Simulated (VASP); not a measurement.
Write the native input for VASP 6.6.1 that does the following.

```
Task                    : single point
Functional              : rpbe exchange, lyp correlation
Potentials or basis     : VASP PAW PBE potentials, release 64 (Ag)
Cutoff                  : 400 eV
k mesh                  : 8 × 8 × 8
Occupations             : gaussian, width 0.025 eV
Spin                    : non-collinear spin, typed start
Starting moments        : [[0.0, 0.0, 0.5]] μB
Dipole correction       : no
k mesh for the DOS      : 12 × 12 × 12
Occupations for the DOS : tetrahedron
Further INCAR settings  : ALGO = Normal; EDIFF = 1e-06
```

Ag:

```
CELL_PARAMETERS angstrom
0.00000 2.04275 2.04275
2.04275 0.00000 2.04275
2.04275 2.04275 0.00000
ATOMIC_POSITIONS crystal
Ag 0.00000 0.00000 0.00000
```

The input as run:

POSCAR

```
Ag
1.0
    0.0000000000      2.0427500000      2.0427500000
    2.0427500000      0.0000000000      2.0427500000
    2.0427500000      2.0427500000      0.0000000000
Ag
1
Direct
    0.0000000000      0.0000000000      0.0000000000
```

INCAR.step1

```
PREC = Accurate
ENCUT = 400
EDIFF = 1E-6
ISMEAR = 0
SIGMA = 0.025
LREAL = False
LASPH = True
NELM = 200
ALGO = Normal
ISIF = 2
LWAVE = False
LCHARG = True
LNONCOLLINEAR = True
MAGMOM = 0 0 0.5
LMAXMIX = 4
GGA = LIBXC
LIBXC1 = GGA_X_RPBE
LIBXC2 = GGA_C_LYP
NBANDS = 22
GGA_COMPAT = False
NEDOS = 2001
LORBIT = 11
```

KPOINTS.step1

```
regular mesh
0
Gamma
  8 8 8
```

INCAR.step2

```
PREC = Accurate
ENCUT = 400
EDIFF = 1E-6
ISMEAR = -5
SIGMA = 0.025
LREAL = False
LASPH = True
NELM = 200
ALGO = Normal
ISIF = 2
LWAVE = False
LCHARG = False
LNONCOLLINEAR = True
MAGMOM = 0 0 0.5
LORBIT = 11
LMAXMIX = 4
GGA = LIBXC
LIBXC1 = GGA_X_RPBE
LIBXC2 = GGA_C_LYP
NEDOS = 1001
ICHARG = 11
GGA_COMPAT = False
```

KPOINTS.step2

```
regular mesh
0
Gamma
  12 12 12
```

Potentials or basis: VASP PAW PBE potentials, release 64 (Ag).

Run with:

```sh
$ cat potpaw_PBE.64/Ag/POTCAR > POTCAR
$ cp INCAR.step1 INCAR
$ cp KPOINTS.step1 KPOINTS
$ mpirun -np 1 vasp_ncl > vasp.out
$ cp INCAR.step2 INCAR
$ cp KPOINTS.step2 KPOINTS
$ mpirun -np 1 vasp_ncl > vasp.out
```

Results of the run:

```
Net moment                                            : 0.01 μB per cell
Valence electrons inside the program's atomic spheres : Ag 9.91
```

It took 58 s on 1 thread of AMD EPYC 9R45 (Zen 5) (shared host), peak memory 0.17 GiB.
